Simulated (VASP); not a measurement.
Wanted: the native input for a VASP 6.6.1 run.

- Task: single point
- Functional: PBEsol
- Potentials or basis: VASP PAW PBE potentials, release 64 (Eu, S)
- Cutoff: 600 eV
- k mesh: 8 × 8 × 8
- Occupations: fermi-dirac, width 0.05 eV
- Spin: collinear spin, ferromagnetic start
- Starting moments: [7.0, 0.0] μB
- Dipole correction: no
- Further INCAR settings: ALGO = Normal; EDIFF = 1e-06; NBANDS = 22

The structure of EuS lies in POSCAR:

```
EuS
1.0
    0.0000000000      2.8637749285      2.8637749285
    2.8637749285      0.0000000000      2.8637749285
    2.8637749285      2.8637749285      0.0000000000
Eu S
1 1
Direct
    0.0000000000      0.0000000000      0.0000000000
    0.5000000000      0.5000000000      0.5000000000
```

The input as run:

INCAR

```
SYSTEM = EuS
  PREC = Accurate
  ENCUT = 600
  EDIFF = 1E-6
  ISMEAR = -1
  SIGMA = 0.05
  LREAL = .FALSE.
  LASPH = .TRUE.
  NELM = 200
  ALGO = Normal
  ISIF = 2
  LWAVE = .FALSE.
  LCHARG = .TRUE.
  ISPIN = 2
  MAGMOM = 7 0
  LORBIT = 11
  LMAXMIX = 6
  GGA = PS
  LELF = .TRUE.
  LVHAR = .TRUE.
  NBANDS = 22
  GGA_COMPAT = .FALSE.
```

KPOINTS

```
Automatic mesh
0
G
  8 8 8
  0 0 0
```

Potentials or basis: VASP PAW PBE potentials, release 64 (Eu, S).

Launch:

```console
$ cat potpaw_PBE.64/Eu/POTCAR potpaw_PBE.64/S/POTCAR > POTCAR
$ mpirun -np 1 vasp_std > vasp.out
```

It gave:

```json
{"Pressure": "-0.3 GPa", "Net moment": "6.91 μB per cell", "Site moments": "Eu +6.53; S -0.08 μB", "Valence electrons inside the program's atomic spheres": "Eu 14.74; S 3.75"}
```

Caveat: the PAW data sets were made with another functional, which shifts forces and pressure a little; a cell with one magnetic atom can't hold antiferromagnetic order, which such compounds often take.

Run time: 65 s on 1 thread of Intel(R) Xeon(R) Platinum 8259CL CPU @ 2.50GHz (Skylake/Cascade Lake), on a shared host, peak memory 0.24 GiB.
